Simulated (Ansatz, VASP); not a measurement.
One calculation of Sr, two programs

```xyz
2
Lattice="4.3413 0.0000 0.0000 -2.1707 3.6326 0.0000 0.0000 0.0000 6.8785" Properties=species:S:1:pos:R:3 pbc="T T T"
Sr   -0.3623    2.4217    1.7196
Sr    2.5329    1.2109    5.1589
```

Change from the starting cell: mode 4 frozen in at -0.350 Å, normal strain along x +0.0350.

Alike in both runs: task single point; functional PBEsol; k mesh 12 × 12 × 8; occupations gaussian, width 0.15 eV; no spin polarisation.

|  | VASP | Ansatz |
| --- | --- | --- |
| version | VASP 6.6.1 | Ansatz 0.2.0 |
| potentials or method | VASP PAW PBE potentials, release 64 (Sr_sv), cutoff 520 eV | scalar-relativistic, plane waves, PAW |
| valence electrons in the cell | 20 | 20 |

VASP gave:

| Quantity | Value |
| --- | --- |
| gap on the k mesh at the Fermi level (eV) | none |
| pressure (GPa) | -0.4 |
| traceless stress, the component that is largest in VASP (GPa) | 0.79 |
| rms of the force components (eV/Å) | 0.136 |

Task: Estimate Ansatz's values.

Result: gap on the k mesh at the Fermi level (eV): none; pressure (GPa): -0.4; traceless stress, the component that is largest in VASP (GPa): 0.79; rms of the force components (eV/Å): 0.135.

VASP's potentials were made for PBE, not for PBEsol. Atom by atom the forces differ by 0.001 eV/Å (rms over components). A gap of «none» marks a metal or a gap that the smearing closes. With one functional, cell and mesh, what is left measures potentials, basis and numerics.
